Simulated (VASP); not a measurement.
Au, 1 atom in the cell. The structure is cubic, space group Pm-3m (No. 221). Conventional cell: a = 2.577 Å, b = 2.577 Å, c = 2.577 Å, α = 90.00°, β = 90.00°, γ = 90.00°. Au (site symmetry m-3m) has 6 Au at 2.58 Å within 3.4 Å. This isn't the form of Au at room conditions, which is fcc.

| Property | Result |
| --- | --- |
| Program | VASP 6.6.1 |
| Task | single point |
| Functional | PBE |
| Dispersion | D3(BJ) |
| Potentials or basis | VASP PAW PBE potentials, release 64 (Au) |
| Cutoff | 500 eV |
| k mesh | 22 × 22 × 22 |
| Occupations | gaussian, width 0.15 eV |
| Spin | no spin polarisation |
| Dipole correction | no |
| Further INCAR settings | ALGO = Normal; EDIFF = 1e-06; NBANDS = 12 |

Potentials or basis: VASP PAW PBE potentials, release 64 (Au).

Run with:

```sh
$ cat potpaw_PBE.64/Au/POTCAR > POTCAR
$ mpirun -np 1 vasp_std > vasp.out
```

Hardware: 1 thread of Intel Xeon 8259CL (shared host).

**Question.** How long does it take, and how much memory?

**Answer.** Run time: 47 s on 1 thread of Intel Xeon 8259CL, on a shared host, peak memory 0.19 GiB. Counts: scf iterations 11, k points 364.
